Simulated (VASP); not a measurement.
The system is Ga2O3.

```xyz
10
Lattice="2.5290 1.4601 4.5413 -2.5290 1.4601 4.5413 0.0000 -2.9202 4.5413" Properties=species:S:1:pos:R:3 pbc="T T T"
Ga    0.0000    0.0000   11.6577
Ga    0.0000    0.0000    8.7781
Ga    0.0000    0.0000    1.9662
Ga    0.0000    0.0000    4.8458
O     0.7680    1.5900    5.6766
O     0.9929   -1.4601    5.6766
O    -1.7610   -0.1298    5.6766
O    -0.7680   -1.5900    7.9473
O     1.7610    0.1298    7.9473
O    -0.9929    1.4601    7.9473
```

Program: VASP 6.6.1. Alike in all runs: task single point; potentials or basis VASP PAW PBE potentials, release 64 (Ga_d, O); no spin polarisation; cell as given; smearing fermi-dirac 0.01 eV.

**Question.** Order these runs on this cell by their band gap on the k mesh, lowest first.
A. level PBE; k mesh 7 × 7 × 7; cutoff (eV) 600
B. level HSE06; k mesh 4 × 4 × 4; cutoff (eV) 520; grid for exact exchange (PRECFOCK) Fast; share of exact exchange 0.25; screening parameter 0.2079 1/Å
C. level r2SCAN; k mesh 7 × 7 × 7; cutoff (eV) 660

**Answer.** A (2.40 eV), C (3.08 eV), B (4.16 eV).

Caveats: the cell stands under tension (at least some runs).

A k mesh can miss the band edges, odd and even meshes differently.
